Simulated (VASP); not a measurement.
# TaSi2 (P6_222) in VASP: a series of runs

Aim: see how the results for TaSi2 move with the level of theory and the settings. Levels: r2SCAN+U, PBE+D3(BJ). Tasks: single point, relaxation of cell and atoms.

Everything below comes from runs of VASP 6.6.1. Logs are shortened: lines on timing, memory, paths and dates and some standing lists are left out, and cuts for length are marked.

## (1) The cell of the first run

It takes space group P6_222 (No. 180, hexagonal). The conventional cell has a = 4.780 Å, b = 4.780 Å, c = 6.564 Å, α = 90.00°, β = 90.00°, γ = 120.00°. Within 3.4 Å of Ta (site symmetry 222) lie 10 Si at 2.59 to 2.76 Å and 4 Ta at 3.24 Å. Si (site symmetry 2) has 9 Si at 2.59 to 3.24 Å and 5 Ta at 2.59 to 2.76 Å within 3.4 Å.

## (2) Single point, r2SCAN+U

POSCAR

```
TaSi2
1.0
    4.7800000000      0.0000000000      0.0000000000
   -2.3900000000      4.1396014301      0.0000000000
    0.0000000000      0.0000000000      6.5640000000
Ta Si
3 6
Direct
    0.0000000000      0.5000000000      0.1666666667
    0.5000000000      0.5000000000      0.8333333333
    0.5000000000      0.0000000000      0.5000000000
    0.3333000000      0.1666500000      0.1666666667
    0.1666500000      0.8333500000      0.8333333333
    0.8333500000      0.6667000000      0.5000000000
    0.6667000000      0.8333500000      0.1666666667
    0.8333500000      0.1666500000      0.8333333333
    0.1666500000      0.3333000000      0.5000000000
```

INCAR.step1

```
SYSTEM = TaSi2
ALGO     = Normal         ! electronic algorithm
EDIFF    = 1E-4           ! SCF threshold, eV
ENCUT    = 520            ! plane-wave cutoff, eV
GGA      = PE             ! functional
ISMEAR   = -1             ! smearing method
LASPH    = .True.         ! aspherical terms in the spheres
LCHARG   = .False.        ! write CHGCAR
LDAU     = .True.         ! DFT+U
LDAUJ    = 0 0          
LDAUL    = 2 -1           ! shell
LDAUTYPE = 2            
LDAUU    = 6 0            ! U, eV
LMAXMIX  = 4              ! l up to which the mixer works
LREAL    = .False.        ! projectors in reciprocal space
LWAVE    = .True.         ! write WAVECAR
NBANDS   = 38             ! bands
NELM     = 150            ! most SCF steps
PREC     = Accurate       ! precision mode
SIGMA    = 0.05           ! smearing width, eV
```

INCAR.step2

```
SYSTEM = TaSi2
ALGO     = Normal         ! electronic algorithm
EDIFF    = 1E-6           ! SCF threshold, eV
ENCUT    = 520            ! plane-wave cutoff, eV
ISIF     = 2              ! what is computed and relaxed
ISMEAR   = -1             ! smearing method
ISTART   = 1            
LASPH    = .True.         ! aspherical terms in the spheres
LCHARG   = .False.        ! write CHGCAR
LDAU     = .True.         ! DFT+U
LDAUJ    = 0 0          
LDAUL    = 2 -1           ! shell
LDAUPRINT= 1            
LDAUTYPE = 2            
LDAUU    = 6 0            ! U, eV
LMAXMIX  = 4              ! l up to which the mixer works
LMIXTAU  = .True.       
LREAL    = .False.        ! projectors in reciprocal space
LWAVE    = .False.        ! write WAVECAR
METAGGA  = R2SCAN         ! meta-GGA
NBANDS   = 38             ! bands
NELM     = 150            ! most SCF steps
PREC     = Accurate       ! precision mode
SIGMA    = 0.05           ! smearing width, eV
```

KPOINTS

```
k-points
0
Gamma
  5 5 3
  0 0 0
```

Potentials or basis: VASP PAW PBE potentials, release 64 (Ta_pv, Si).

Launch:

```console
> cat potpaw_PBE.64/Ta_pv/POTCAR potpaw_PBE.64/Si/POTCAR > POTCAR
> cp INCAR.step1 INCAR
> mpirun -np 1 vasp_std > vasp.out
> cp INCAR.step2 INCAR
> mpirun -np 1 vasp_std > vasp.out
```

OUTCAR:

```text
SYSTEM = TaSi2
   EDIFF = 1E-6
   ENCUT = 520
   ISIF = 2
   ISMEAR = -1
   ISTART = 1
   LASPH = .True.
   LREAL = .False.
   METAGGA = R2SCAN
   NELM = 150
   PREC = Accurate

 ion  position               nearest neighbor table
   1  0.000  0.500  0.167-   6 2.59   9 2.59   8 2.59   5 2.59   4 2.76   7 2.76   4 2.76   7 2.76
                             7 2.76   4 2.76   3 3.24   3 3.24   2 3.24   2 3.24
   2  0.500  0.500  0.833-   6 2.59   9 2.59   7 2.59   4 2.59   5 2.76   8 2.76   5 2.76   8 2.76
                             8 2.76   5 2.76   3 3.24   3 3.24   1 3.24   1 3.24
   3  0.500  0.000  0.500-   4 2.59   7 2.59   5 2.59   8 2.59   9 2.76   6 2.76   9 2.76   6 2.76
                             9 2.76   6 2.76   2 3.24   1 3.24   2 3.24   1 3.24
   4  0.333  0.167  0.167-   9 2.59   5 2.59   3 2.59   2 2.59   7 2.76   1 2.76   1 2.76   1 2.76
                             7 2.76   7 2.76
   5  0.167  0.833  0.833-   6 2.59   4 2.59   3 2.59   1 2.59   8 2.76   2 2.76   2 2.76   2 2.76
                             8 2.76   8 2.76
   6  0.833  0.667  0.500-   5 2.59   7 2.59   1 2.59   2 2.59   9 2.76   3 2.76   3 2.76   3 2.76
                             9 2.76   9 2.76
   7  0.667  0.833  0.167-   6 2.59   8 2.59   3 2.59   2 2.59   4 2.76   1 2.76   1 2.76   1 2.76
                             4 2.76   4 2.76
   8  0.833  0.167  0.833-   9 2.59   7 2.59   3 2.59   1 2.59   5 2.76   2 2.76   2 2.76   2 2.76
                             5 2.76   5 2.76
   9  0.167  0.333  0.500-   8 2.59   4 2.59   1 2.59   2 2.59   6 2.76   3 2.76   3 2.76   3 2.76
                             6 2.76   6 2.76

  LATTYP: Found a hexagonal cell.
 ALAT       =     4.7800000000
 C/A-ratio  =     1.3732217573

  Lattice vectors:

 A1 = (   4.7800000000,   0.0000000000,   0.0000000000)
 A2 = (  -2.3900000000,   4.1396014301,   0.0000000000)
 A3 = (   0.0000000000,   0.0000000000,   6.5640000000)

Analysis of symmetry for initial positions (statically):
=====================================================================
 Subroutine PRICEL returns:
 Original cell was already a primitive cell.

 Routine SETGRP: Setting up the symmetry group for a
 hexagonal supercell.

 Subroutine GETGRP returns: Found 12 space group operations
 (whereof  4 operations were pure point group operations)
 out of a pool of 24 trial point group operations.

The static configuration has the point symmetry D_2 .
 The point group associated with its full space group is D_6 .

Analysis of symmetry for dynamics (positions and initial velocities):
=====================================================================
 Subroutine PRICEL returns:
 Original cell was already a primitive cell.

 Routine SETGRP: Setting up the symmetry group for a
 hexagonal supercell.

 Subroutine GETGRP returns: Found 12 space group operations
 (whereof  4 operations were pure point group operations)
 out of a pool of 24 trial point group operations.

The dynamic configuration has the point symmetry D_2 .
 The point group associated with its full space group is D_6 .

 Subroutine INISYM returns: Found 12 space group operations
 (whereof  4 operations are pure point group operations),
 and found     1 'primitive' translations

----------------------------------------------------------------------------------------

                                     Primitive cell

  volume of cell :     129.8838

  direct lattice vectors                    reciprocal lattice vectors
     4.780000000  0.000000000  0.000000000     0.209205021  0.120784575  0.000000000
    -2.390000000  4.139601430  0.000000000     0.000000000  0.241569150  0.000000000
     0.000000000  0.000000000  6.564000000     0.000000000  0.000000000  0.152346130

  length of vectors
     4.780000000  4.780000000  6.564000000     0.241569150  0.241569150  0.152346130

  position of ions in fractional coordinates (direct lattice)
     0.000000000  0.500000000  0.166666667
     0.500000000  0.500000000  0.833333333
     0.500000000  0.000000000  0.500000000
[... 67 lines left out ...]
   ISTART =      1    job   : 0-new  1-cont  2-samecut
   ICHARG =      0    charge: 1-file 2-atom 10-const
   ISPIN  =      1    spin polarized calculation?
   LNONCOLLINEAR =      F non collinear calculations
   LSORBIT =      F    spin-orbit coupling
   LASPH  =      T    aspherical Exc in radial PAW
   ENCUT  =  520.0 eV  38.22 Ry    6.18 a.u.   8.89  8.89 12.20*2*pi/ulx,y,z
   NELM   =    150;   NELMIN=  2; NELMDL=  0     # of ELM steps
   EDIFF  = 0.1E-05   stopping-criterion for ELM
   LREAL  =      F    real-space projection
   EDIFFG = 0.1E-04   stopping-criterion for IOM
   NSW    =      0    number of steps for IOM
   IBRION =     -1    ionic relax: 0-MD 1-quasi-New 2-CG
   NFREE  =      0    steps in history (QN), initial steepest desc. (CG)
   ISIF   =      2    stress and relaxation
   ISYM   =      2    0-nonsym 1-usesym 2-fastsym
   POTIM  = 0.5000    time-step for ionic-motion
   TEBEG  =    0.0;   TEEND  =   0.0 temperature during run
   PSTRESS=    0.0 pullay stress
   NELECT =      57.0000    total number of electrons
   NUPDOWN=      -1.0000    fix difference up-down
   EMIN   =  10.00;   EMAX   =-10.00  energy-range for DOS
   EFERMI =   0.00;   METHOD = LEGACY
   ISMEAR =    -1;   SIGMA  =   0.05  broadening in eV -4-tet -1-fermi 0-gaus
   EFERMI_NEDOS =   21; number of points for ismear=-14 and -15
   IALGO  =     38    algorithm
   IMIX   =      4    mixing-type and parameters
     AMIX     =   0.40;   BMIX     =  1.00
     AMIX_MAG =   1.60;   BMIX_MAG =  1.00
  volume/ion in A,a.u.               =      14.43        97.39
  Fermi-wavevector in a.u.,A,eV,Ry     =   1.244079  2.350969 21.058195  1.547734
  Thomas-Fermi vector in A             =   2.378362
   LORBIT       =      0    0 simple, 1 ext, 2 COOP (PROOUT), +10 PAW based schemes
 LDA+U is selected, type is set to LDAUTYPE =  2
   angular momentum for each species LDAUL =     2   -1
   U (eV)           for each species LDAUU =   6.0  0.0
   J (eV)           for each species LDAUJ =   0.0  0.0
   METAGGA = R2SCAN    functional components
   LHFCALC =     F    Hartree Fock is set to
   AEXX    =    0.0000 exact exchange contribution
   IVDW    =     0    specifies the selected vdW correction
   LEPSILON=     F    determine dielectric tensor
   LRPA    =     F    only Hartree local field effects (RPA)
 non-spin polarized calculation
  energy-cutoff  :      520.00
  volume of cell :      129.88
 maximum number of plane-waves:      3523
 NGX is ok and might be reduce to    36
   NGX = 17   NGY = 17   NGZ = 25

atom =   1  type =  1  l = 2

 onsite density matrix

spin component  1
[... 83 lines left out ...]
  o =  0.2138  v =  0.0000  0.0000  1.0000  0.0000  0.0010  0.0000  0.0000  0.0000  0.0000  0.0000      0.0000  0.0000  0.0000  0.0000  0.0000  0.0000  0.0000  0.0000  0.0000  0.0000
  o =  0.2138  v =  0.0000  0.0000  0.0000  0.0000  0.0000  0.0000  0.0000  1.0000  0.0000  0.0010      0.0000  0.0000  0.0000  0.0000  0.0000  0.0000  0.0000  0.0000  0.0000  0.0000
  o =  0.2210  v =  0.0000 -1.0000  0.0000 -0.0000  0.0000  0.0000  0.0000  0.0000  0.0000  0.0000      0.0000  0.0000  0.0000  0.0000  0.0000  0.0000  0.0000  0.0000  0.0000  0.0000
  o =  0.2210  v =  0.0000  0.0000  0.0000  0.0000  0.0000  0.0000 -1.0000  0.0000 -0.0000  0.0000      0.0000  0.0000  0.0000  0.0000  0.0000  0.0000  0.0000  0.0000  0.0000  0.0000
  o =  0.2238  v =  0.0000  0.0000  0.0000  0.0000  0.0000  1.0000  0.0000  0.0000  0.0000  0.0000      0.0000  0.0000  0.0000  0.0000  0.0000  0.0000  0.0000  0.0000  0.0000  0.0000
  o =  0.2238  v =  1.0000  0.0000  0.0000  0.0000  0.0000  0.0000  0.0000  0.0000  0.0000  0.0000      0.0000  0.0000  0.0000  0.0000  0.0000  0.0000  0.0000  0.0000  0.0000  0.0000
  o =  0.2305  v =  0.0000  0.0000  0.0000  0.0000  0.0000  0.0000 -0.0000  0.0010 -0.0000 -1.0000      0.0000  0.0000  0.0000  0.0000  0.0000  0.0000  0.0000  0.0000  0.0000  0.0000
  o =  0.2305  v =  0.0000 -0.0000  0.0010 -0.0000 -1.0000  0.0000  0.0000  0.0000  0.0000  0.0000      0.0000  0.0000  0.0000  0.0000  0.0000  0.0000  0.0000  0.0000  0.0000  0.0000
  o =  0.2795  v =  0.0000 -0.0000 -0.0000  1.0000 -0.0000  0.0000  0.0000  0.0000  0.0000  0.0000      0.0000  0.0000  0.0000  0.0000  0.0000  0.0000  0.0000  0.0000  0.0000  0.0000
  o =  0.2795  v =  0.0000  0.0000  0.0000  0.0000  0.0000  0.0000 -0.0000 -0.0000  1.0000 -0.0000      0.0000  0.0000  0.0000  0.0000  0.0000  0.0000  0.0000  0.0000  0.0000  0.0000

 number of electron      57.0000001 magnetization

 Free energy of the ion-electron system (eV)
  ---------------------------------------------------
  ext. energy  EPLUGINS =         0.00000000
  ---------------------------------------------------
  free energy    TOTEN  =      -185.50679277 eV

  energy without entropy =     -185.46784677  energy(sigma->0) =     -185.48731977

 E-fermi :   9.8584     XC(G=0): -13.0177

 val. band max:        9.6990214552   @ k =   0.4000  -0.0000   0.0000
 cond. band min:       9.8880404999   @ k =   0.4000  -0.0000   0.0000
 fundamental gap:      0.1890190446
 Fermi energy:         9.8584179216

 k-point     1 :       0.0000    0.0000    0.0000
  band No.  band energies     occupation
      1     -27.1499      2.00000
      2     -27.1366      2.00000
      3     -27.1366      2.00000
      4     -27.0325      2.00000
      5     -27.0325      2.00000
      6     -26.9697      2.00000
[... 399 lines left out ...]
     37      13.4250      0.00000
     38      13.5586      0.00000

------------------------ aborting loop because EDIFF is reached ----------------------------------------

  FORCE on cell =-STRESS in cart. coord.  units (eV):
  Direction    XX          YY          ZZ          XY          YZ          ZX
  --------------------------------------------------------------------------------------
  -------------------------------------------------------------------------------------
  Total        7.5789676      7.5789676      8.2327922     -0.0000000      0.0000000      0.0000000
  in kB       93.4901020     93.4901020    101.5553343     -0.0000000      0.0000000      0.0000000
  external PRESSURE =      96.1785128 kB  Pullay stress =       0.0000000 kB

 VOLUME and BASIS-vectors are now :
 -----------------------------------------------------------------------------
  energy-cutoff  :      520.00
  volume of cell :      129.88
      direct lattice vectors                 reciprocal lattice vectors
     4.780000000  0.000000000  0.000000000     0.209205021  0.120784575  0.000000000
    -2.390000000  4.139601430  0.000000000     0.000000000  0.241569150  0.000000000
     0.000000000  0.000000000  6.564000000     0.000000000  0.000000000  0.152346130

 POSITION                                       TOTAL-FORCE (eV/Angst)
 -----------------------------------------------------------------------------------
     -1.19500      2.06980      1.09400        -0.000000      0.000000     -0.000000
      1.19500      2.06980      5.47000        -0.000000      0.000000      0.000000
      2.39000      0.00000      3.28200        -0.000000      0.000000     -0.000000
      1.19488      0.68986      1.09400        -0.877663     -0.506719     -0.000000
     -1.19512      3.44974      5.47000        -0.877663      0.506719      0.000000
      2.39000      2.75987      3.28200        -0.000000      1.013438     -0.000000
      1.19512      3.44974      1.09400         0.877663      0.506719     -0.000000
      3.58512      0.68986      5.47000         0.877663     -0.506719     -0.000000
     -0.00000      1.37973      3.28200        -0.000000     -1.013438     -0.000000
 -----------------------------------------------------------------------------------
    total drift:                                0.000000      0.000000      0.000000

  FREE ENERGIE OF THE ION-ELECTRON SYSTEM (eV)
  ---------------------------------------------------
  free  energy   TOTEN  =      -185.5067927719 eV

  energy  without entropy=     -185.4678467722  energy(sigma->0) =     -185.48731977
```

Wall time 89 s (1 thread of Intel Xeon 6975P-C (Granite Rapids), shared host); peak memory 0.26 GiB.

What came out:

* Free energy: -185.5068 eV
* Pressure: 9.6 GPa
* Largest force: 1.013 eV/Å
* Band gap on the k mesh: zero (an odd number of electrons rules out a gap without spin polarisation)

Forces in eV/Å, atoms in the order of the input:
```
Ta   0.000  0.000  0.000
Ta   0.000  0.000  0.000
Ta   0.000  0.000  0.000
Si  -0.878 -0.507  0.000
Si  -0.878  0.507  0.000
Si   0.000  1.013  0.000
Si   0.878  0.507  0.000
Si   0.878 -0.507  0.000
Si   0.000 -1.013  0.000
```

Stress tensor (GPa, compression positive):
```
 9.35  0.00  0.00
 0.00  9.35  0.00
 0.00  0.00 10.16
```

Levels at points of the mesh, in eV from the Fermi level:
```tsv
k point	band 26	band 27	band 28	band 29	band 30	band 31	band 32	band 33
(0.00, 0.00, 0.00)	-2.73	-2.69	-2.69	-2.50	0.64	3.05	3.05	3.62
```

Eigenvalues of the final occupation matrices:
```csv
site,spin,trace,eigenvalues
site 1 d,1,1.17,0.21 0.22 0.22 0.23 0.28
site 1 d,2,1.17,0.21 0.22 0.22 0.23 0.28
site 2 d,1,1.17,0.21 0.22 0.22 0.23 0.28
site 2 d,2,1.17,0.21 0.22 0.22 0.23 0.28
site 3 d,1,1.17,0.21 0.22 0.22 0.23 0.28
site 3 d,2,1.17,0.21 0.22 0.22 0.23 0.28
```

Caveat: the cell stands under pressure; the PAW data sets were made with another functional, which shifts forces and pressure a little; spin-orbit coupling is left out, which moves the levels of the heavy elements; U without spin polarisation on a metal has little footing; the U is typed as a test and isn't derived for this compound.

(Continued in part 2 of 2.)
